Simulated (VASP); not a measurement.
Set up this calculation in VASP 6.6.1, as the native input.

- Task: single point
- Functional: PBE
- Potentials or basis: VASP PAW PBE potentials, release 64 (Bi_d)
- Cutoff: 520 eV
- k mesh: 4 × 4 × 4
- Occupations: fermi-dirac, width 0.15 eV
- Spin: no spin polarisation
- Dipole correction: no
- Further INCAR settings: ALGO = Normal; EDIFF = 1e-06; NBANDS = 14

The structure of Bi lies in POSCAR:

```
Bi
1.0
    0.0000000000      2.5146000000      2.5146000000
    2.5146000000      0.0000000000      2.5146000000
    2.5146000000      2.5146000000      0.0000000000
Bi
1
Direct
    0.0000000000      0.0000000000      0.0000000000
```

The input as run:

INCAR

```
PREC = Accurate
ENCUT = 520
EDIFF = 1E-6
ISMEAR = -1
SIGMA = 0.15
LREAL = False
LASPH = True
NELM = 80
ALGO = Normal
ISIF = 2
LWAVE = False
LCHARG = False
GGA = PE
NBANDS = 14
```

KPOINTS

```
regular mesh
0
Gamma
  4 4 4
```

Potentials or basis: VASP PAW PBE potentials, release 64 (Bi_d).

The run is started by

```console
$ cat potpaw_PBE.64/Bi_d/POTCAR > POTCAR
$ mpirun -np 1 vasp_std > vasp.out
```

It gave:

```yaml
Pressure: -0.9 GPa
```

Caveat: the k points lie up to 0.54 Å⁻¹ apart.

It took 5.7 s on 1 thread of Intel Xeon 8259CL, on a shared host, peak memory 0.15 GiB.
